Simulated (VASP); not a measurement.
# GaP (Pm-3n) in VASP: further runs

GaP is run at these levels: PBE; tasks: single point.

Program: VASP 6.6.1. These are calculated values, not measurements. Logs are shortened: lines on timing, memory, paths and dates and some standing lists are left out, and cuts for length are marked.

## 1. The cell of the first run

Symmetry: Pm-3n, No. 223, cubic system. The conventional cell has a = 6.783 Å, b = 6.783 Å, c = 6.783 Å, α = 90.00°, β = 90.00°, γ = 90.00°. Within 3.2 Å of Ga (site symmetry -4m2) lie 4 P at 2.40 Å. P (site symmetry -4m2) has 4 Ga at 2.40 Å within 3.2 Å.

## 2. Single point, PBE

INCAR

```
PREC     = Accurate       # precision mode
ENCUT    = 520            # plane-wave cutoff, eV
EDIFF    = 1E-6           # SCF threshold, eV
ISMEAR   = 0              # smearing method
SIGMA    = 0.1            # smearing width, eV
LREAL    = F              # projectors in reciprocal space
LASPH    = T              # aspherical terms in the spheres
NELM     = 100            # most SCF steps
ALGO     = Normal         # electronic algorithm
ISIF     = 2              # what is computed and relaxed
LWAVE    = F              # write WAVECAR
LCHARG   = F              # write CHGCAR
GGA      = PE             # functional
NBANDS   = 66             # bands
```

KPOINTS

```
regular mesh
0
Gamma
  2 2 2
```

POSCAR

```
GaP
1.0
    6.7834812322      0.0000000000      0.0000000000
    0.0000000000      6.7834812322      0.0000000000
    0.0000000000      0.0000000000      6.7834812322
Ga P
6 6
Direct
    0.7500000000      0.5000000000      0.0000000000
    0.5000000000      0.0000000000      0.7500000000
    0.0000000000      0.7500000000      0.5000000000
    0.0000000000      0.2500000000      0.5000000000
    0.2500000000      0.5000000000      0.0000000000
    0.5000000000      0.0000000000      0.2500000000
    0.5000000000      0.7500000000      0.0000000000
    0.7500000000      0.0000000000      0.5000000000
    0.0000000000      0.5000000000      0.7500000000
    0.2500000000      0.0000000000      0.5000000000
    0.0000000000      0.5000000000      0.2500000000
    0.5000000000      0.2500000000      0.0000000000
```

Potentials or basis: VASP PAW PBE potentials, release 64 (Ga_d, P).

Command:

```
$ cat potpaw_PBE.64/Ga_d/POTCAR potpaw_PBE.64/P/POTCAR > POTCAR
$ mpirun -np 1 vasp_std > vasp.out
```

OUTCAR:

```text
PREC = Accurate
   ENCUT = 520
   EDIFF = 1E-6
   ISMEAR = 0
   LREAL = F
   LASPH = T
   NELM = 100
   ISIF = 2
   GGA = PE

 ion  position               nearest neighbor table
   1  0.750  0.500  0.000-   7 2.40   9 2.40  11 2.40  12 2.40
   2  0.500  0.000  0.750-   7 2.40   8 2.40  10 2.40  12 2.40
   3  0.000  0.750  0.500-   8 2.40   9 2.40  10 2.40  11 2.40
   4  0.000  0.250  0.500-   8 2.40   9 2.40  10 2.40  11 2.40
   5  0.250  0.500  0.000-   7 2.40   9 2.40  11 2.40  12 2.40
   6  0.500  0.000  0.250-   7 2.40   8 2.40  10 2.40  12 2.40
   7  0.500  0.750  0.000-   1 2.40   2 2.40   5 2.40   6 2.40
   8  0.750  0.000  0.500-   2 2.40   3 2.40   4 2.40   6 2.40
   9  0.000  0.500  0.750-   1 2.40   3 2.40   4 2.40   5 2.40
  10  0.250  0.000  0.500-   2 2.40   3 2.40   4 2.40   6 2.40
  11  0.000  0.500  0.250-   1 2.40   3 2.40   4 2.40   5 2.40
  12  0.500  0.250  0.000-   1 2.40   2 2.40   5 2.40   6 2.40

  LATTYP: Found a simple cubic cell.
 ALAT       =     6.7834812322

  Lattice vectors:

 A1 = (   6.7834812322,   0.0000000000,   0.0000000000)
 A2 = (   0.0000000000,   6.7834812322,   0.0000000000)
 A3 = (   0.0000000000,   0.0000000000,   6.7834812322)

Analysis of symmetry for initial positions (statically):
=====================================================================
 Subroutine PRICEL returns:
 Original cell was already a primitive cell.

 Routine SETGRP: Setting up the symmetry group for a
 simple cubic supercell.

 Subroutine GETGRP returns: Found 48 space group operations
 (whereof 24 operations were pure point group operations)
 out of a pool of 48 trial point group operations.

The static configuration has the point symmetry T_h .
 The point group associated with its full space group is O_h .

Analysis of symmetry for dynamics (positions and initial velocities):
=====================================================================
 Subroutine PRICEL returns:
 Original cell was already a primitive cell.

 Routine SETGRP: Setting up the symmetry group for a
 simple cubic supercell.

 Subroutine GETGRP returns: Found 48 space group operations
 (whereof 24 operations were pure point group operations)
 out of a pool of 48 trial point group operations.

[... 106 lines left out ...]
   ISIF   =      2    stress and relaxation
   ISYM   =      2    0-nonsym 1-usesym 2-fastsym
   POTIM  = 0.5000    time-step for ionic-motion
   TEBEG  =    0.0;   TEEND  =   0.0 temperature during run
   PSTRESS=    0.0 pullay stress
   NELECT =     108.0000    total number of electrons
   NUPDOWN=      -1.0000    fix difference up-down
   EMIN   =  10.00;   EMAX   =-10.00  energy-range for DOS
   EFERMI =   0.00;   METHOD = LEGACY
   ISMEAR =     0;   SIGMA  =   0.10  broadening in eV -4-tet -1-fermi 0-gaus
   EFERMI_NEDOS =   21; number of points for ismear=-14 and -15
   IALGO  =     38    algorithm
   IMIX   =      4    mixing-type and parameters
     AMIX     =   0.40;   BMIX     =  1.00
     AMIX_MAG =   1.60;   BMIX_MAG =  1.00
  volume/ion in A,a.u.               =      26.01       175.54
  Fermi-wavevector in a.u.,A,eV,Ry     =   1.149291  2.171846 17.971534  1.320871
  Thomas-Fermi vector in A             =   2.285962
   LORBIT       =      0    0 simple, 1 ext, 2 COOP (PROOUT), +10 PAW based schemes
   GGA     = PE    functional components
   LHFCALC =     F    Hartree Fock is set to
   AEXX    =    0.0000 exact exchange contribution
   IVDW    =     0    specifies the selected vdW correction
   LEPSILON=     F    determine dielectric tensor
   LRPA    =     F    only Hartree local field effects (RPA)
 non-spin polarized calculation
 Gauss-broadening in eV      SIGMA  =   0.10
  energy-cutoff  :      520.00
  volume of cell :      312.15
 maximum number of plane-waves:      8480
   NGX = 25   NGY = 25   NGZ = 25

 number of electron     108.0000152 magnetization

 Free energy of the ion-electron system (eV)
  ---------------------------------------------------
  ext. energy  EPLUGINS =         0.00000000
  ---------------------------------------------------
  free energy    TOTEN  =       -52.21925837 eV

  energy without entropy =      -52.21925837  energy(sigma->0) =      -52.21925837

 E-fermi :   3.1798     XC(G=0):  -8.3015

 val. band max:        2.6979322104   @ k =   0.0000   0.0000   0.0000
 cond. band min:       3.7259076768   @ k =   0.5000   0.0000   0.0000
 fundamental gap:      1.0279754663
 Fermi energy:         3.1798291020

 k-point     1 :       0.0000    0.0000    0.0000
  band No.  band energies     occupation
      1     -12.0313      2.00000
      2     -12.0313      2.00000
      3     -12.0313      2.00000
      4     -11.9579      2.00000
      5     -11.9510      2.00000
      6     -11.9510      2.00000
[... 265 lines left out ...]
     65       6.8780      0.00000
     66       6.9082      0.00000

------------------------ aborting loop because EDIFF is reached ----------------------------------------

  FORCE on cell =-STRESS in cart. coord.  units (eV):
  Direction    XX          YY          ZZ          XY          YZ          ZX
  --------------------------------------------------------------------------------------
  -------------------------------------------------------------------------------------
  Total       -0.1314582     -0.1314582     -0.1314582      0.0000000      0.0000000      0.0000000
  in kB       -0.6747461     -0.6747461     -0.6747461      0.0000000      0.0000000      0.0000000
  external PRESSURE =      -0.6747461 kB  Pullay stress =       0.0000000 kB

 VOLUME and BASIS-vectors are now :
 -----------------------------------------------------------------------------
  energy-cutoff  :      520.00
  volume of cell :      312.15
      direct lattice vectors                 reciprocal lattice vectors
     6.783481232  0.000000000  0.000000000     0.147416933  0.000000000  0.000000000
     0.000000000  6.783481232  0.000000000     0.000000000  0.147416933  0.000000000
     0.000000000  0.000000000  6.783481232     0.000000000  0.000000000  0.147416933

 POSITION                                       TOTAL-FORCE (eV/Angst)
 -----------------------------------------------------------------------------------
      5.08761      3.39174      0.00000         0.000000     -0.000000      0.000000
      3.39174      0.00000      5.08761        -0.000000      0.000000     -0.000000
      0.00000      5.08761      3.39174        -0.000000      0.000000      0.000000
      0.00000      1.69587      3.39174         0.000000     -0.000000     -0.000000
      1.69587      3.39174      0.00000        -0.000000      0.000000     -0.000000
      3.39174      0.00000      1.69587        -0.000000     -0.000000      0.000000
      3.39174      5.08761      0.00000        -0.000000      0.000000      0.000000
      5.08761      0.00000      3.39174        -0.000000      0.000000     -0.000000
      0.00000      3.39174      5.08761        -0.000000      0.000000      0.000000
      1.69587      0.00000      3.39174         0.000000     -0.000000      0.000000
      0.00000      3.39174      1.69587        -0.000000     -0.000000     -0.000000
      3.39174      1.69587      0.00000        -0.000000     -0.000000     -0.000000
 -----------------------------------------------------------------------------------
    total drift:                                0.000000      0.000000     -0.000000

  FREE ENERGIE OF THE ION-ELECTRON SYSTEM (eV)
  ---------------------------------------------------
  free  energy   TOTEN  =       -52.2192583712 eV

  energy  without entropy=      -52.2192583712  energy(sigma->0) =      -52.21925837
```

Wall time 1.9 min (1 thread of Intel Xeon Platinum 8375C at 2.90GHz (Ice Lake), shared host); peak memory 0.35 GiB.

What came out:

```
Free energy            : -52.2193 eV
Pressure               : -0.1 GPa
Band gap on the k mesh : 1.03 eV (least direct gap 1.11 eV)
```

Caveat: the k points lie up to 0.46 Å⁻¹ apart. A k mesh can miss the band edges.

## 3. Single point, PBE

INCAR

```
SYSTEM = GaP
ALGO     = Normal         ! electronic algorithm
EDIFF    = 1E-6           ! SCF threshold, eV
ENCUT    = 520            ! plane-wave cutoff, eV
GGA      = PE             ! functional
ISIF     = 2              ! what is computed and relaxed
ISMEAR   = 0              ! smearing method
LASPH    = .TRUE.         ! aspherical terms in the spheres
LCHARG   = .TRUE.         ! write CHGCAR
LELF     = .TRUE.         ! ELF
LREAL    = .FALSE.        ! projectors in reciprocal space
LVHAR    = .TRUE.       
LWAVE    = .FALSE.        ! write WAVECAR
NBANDS   = 66             ! bands
NELM     = 80             ! most SCF steps
PREC     = Accurate       ! precision mode
SIGMA    = 0.1            ! smearing width, eV
```

KPOINTS

```
k-points
0
G
  4 4 4
  0 0 0
```

POSCAR, as its differences from that of step 2:

```diff
@@ -2,5 +2,5 @@
 1.0
-    6.7834812322      0.0000000000      0.0000000000
-    0.0000000000      6.7834812322      0.0000000000
-    0.0000000000      0.0000000000      6.7834812322
+    6.7812673676      0.0000000000      0.0000000000
+    0.0000000000      6.7812673676      0.0000000000
+    0.0000000000      0.0000000000      6.7812673676
 Ga P
```

Potentials or basis: VASP PAW PBE potentials, release 64 (Ga_d, P).

Command:

```
$ cat potpaw_PBE.64/Ga_d/POTCAR potpaw_PBE.64/P/POTCAR > POTCAR
$ mpirun -np 1 vasp_std > vasp.out
```

Wall time 4.3 min (1 thread of Intel Xeon Platinum 8375C at 2.90GHz (Ice Lake), shared host); peak memory 0.42 GiB.

Results (log left out):

- Free energy: -52.7083 eV
- Pressure: 0.1 GPa
- Band gap on the k mesh: 0.99 eV (least direct gap 1.10 eV)

Levels at points of the mesh, in eV from the valence-band top:
```tsv
k point	band 52	band 53	band 54	band 55	band 56	band 57
(0.00, 0.00, 0.00)	0.00	0.00	0.00	1.12	1.12	1.12
(0.50, 0.00, 0.00)	-0.91	-0.33	-0.33	1.04	1.04	2.68
(0.50, 0.50, 0.00)	-1.18	-0.90	-0.37	1.87	1.87	2.82
(0.50, 0.50, 0.50)	-1.62	-1.62	-1.62	3.07	3.07	3.07
```

## 4. Single point, PBE

INCAR

```
PREC = Accurate
ENCUT = 520
EDIFF = 1E-7
ISMEAR = 0
SIGMA = 0.02
LREAL = False
LASPH = True
NELM = 100
ALGO = Normal
ISIF = 2
LWAVE = False
LCHARG = False
GGA = PE
NBANDS = 66
```

KPOINTS

```
Automatic mesh
0
Gamma
  4 4 4
```

POSCAR, as its differences from that of step 3:

```diff
@@ -2,5 +2,5 @@
 1.0
-    6.7812673676      0.0000000000      0.0000000000
-    0.0000000000      6.7812673676      0.0000000000
-    0.0000000000      0.0000000000      6.7812673676
+    6.7834812322      0.0000000000      0.0000000000
+    0.0000000000      6.7834812322      0.0000000000
+    0.0000000000      0.0000000000      6.7834812322
 Ga P
```

Command:

```
$ cat potpaw_PBE.64/Ga_d/POTCAR potpaw_PBE.64/P/POTCAR > POTCAR
$ mpirun -np 1 vasp_std > vasp.out
```

Run time: 4.7 min. Hardware: 1 thread of Intel Xeon Platinum 8375C at 2.90GHz (Ice Lake), shared host; peak memory 0.42 GiB.

The run converged. Its results:

| Property | Result |
| --- | --- |
| Free energy | -52.7085 eV |
| Pressure | 0.0 GPa |
| Band gap on the k mesh | 0.99 eV (least direct gap 1.10 eV) |

Levels at points of the mesh, in eV from the valence-band top:
| k point | band 52 | band 53 | band 54 | band 55 | band 56 | band 57 |
| --- | --- | --- | --- | --- | --- | --- |
| (0.00, 0.00, 0.00) | 0.00 | 0.00 | 0.00 | 1.12 | 1.12 | 1.12 |
| (0.50, 0.00, 0.00) | -0.91 | -0.33 | -0.33 | 1.04 | 1.04 | 2.68 |
| (0.50, 0.50, 0.00) | -1.18 | -0.90 | -0.37 | 1.87 | 1.87 | 2.82 |
| (0.50, 0.50, 0.50) | -1.61 | -1.61 | -1.61 | 3.07 | 3.07 | 3.07 |

## 5. Overview

```csv
cell,k mesh,smearing,gap on the mesh (eV),pressure (GPa)
"a = 6.783 Å, 12 atoms",2 × 2 × 2,gaussian 0.1 eV,1.03,-0.1
"a = 6.781 Å, 12 atoms",4 × 4 × 4,gaussian 0.1 eV,0.99,0.1
"a = 6.783 Å, 12 atoms",4 × 4 × 4,gaussian 0.02 eV,0.99,0.0
```

Alike in all rows: task single point; level PBE; potentials or basis VASP PAW PBE potentials, release 64 (Ga_d, P); no spin polarisation; cutoff (eV) 520.

Caveats: some runs use coarse meshes.

Absolute energies hang on the potentials; compare differences alone.
